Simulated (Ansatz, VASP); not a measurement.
# KBr: VASP beside Ansatz

```
CELL_PARAMETERS angstrom
3.97632 0.00000 0.00000
0.00000 3.97632 0.00000
0.00000 0.00000 3.97632
ATOMIC_POSITIONS crystal
K 0.00000 0.00000 0.00000
Br 0.50000 0.50000 0.50000
```

Alike in both runs: task single point; functional r2SCAN; k mesh 2 × 2 × 2; no spin polarisation.

|  | VASP | Ansatz |
| --- | --- | --- |
| version | VASP 6.6.1 | Ansatz 0.2.0 |
| potentials or method | VASP PAW PBE potentials, release 64 (K_sv, Br) | plane waves |
| plane-wave cutoff (eV) | 520 | 500 |
| occupations | gaussian, width 0.01 eV | fixed |
| valence electrons in the cell | 16 | 16 |

|  | VASP | Ansatz | Ansatz less VASP |
| --- | --- | --- | --- |
| gap on the k mesh at the Fermi level (eV) | 4.66 | 4.66 | -0.004 |
| pressure (GPa) | 1.6 | 1.6 | +0.02 |

VASP's potentials were made for PBE, not for r2SCAN.

The k mesh is coarse, so the values compare programs but aren't converged.
